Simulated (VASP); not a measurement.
Input of a VASP 6.6.1 run:

Contents of INCAR:

```
SYSTEM = TaV
PREC = Accurate
ENCUT = 520
EDIFF = 1E-6
ISMEAR = -1
SIGMA = 0.05
LREAL = .False.
LASPH = .True.
NELM = 150
ALGO = Normal
ISIF = 2
LWAVE = .False.
LCHARG = .False.
ISPIN = 2
MAGMOM = 0 2
LORBIT = 11
LMAXMIX = 4
GGA = PE
NBANDS = 23
```

The input KPOINTS:

```
regular mesh
0
Gamma
  10 10 6
  0 0 0
```

Contents of POSCAR:

```
TaV
1.0
    1.6382119218     -2.3530369813      0.0000000000
    1.6382119218      2.3530369813      0.0000000000
    0.0000000000      0.0000000000      4.4265073424
Ta V
1 1
Direct
    0.0000000000      0.0000000000      0.0000000000
    0.5000000000      0.5000000000      0.5000000000
```

Potentials or basis: VASP PAW PBE potentials, release 64 (Ta_pv, V_sv).

Launch:

```console
$ cat potpaw_PBE.64/Ta_pv/POTCAR potpaw_PBE.64/V_sv/POTCAR > POTCAR
$ mpirun -np 1 vasp_std > vasp.out
```

(1) What does it give for the net moment?

(2) Estimate the pressure.

(3) Estimate the band gap on the k mesh.

Results:

(1) 0.00 μB per cell.

(2) -9.5 GPa.

(3) zero (filled and empty bands overlap).

Caveat: the cell stands under tension; the moments typed at the start vanished in this run; spin-orbit coupling is left out, which moves the levels of the heavy elements.
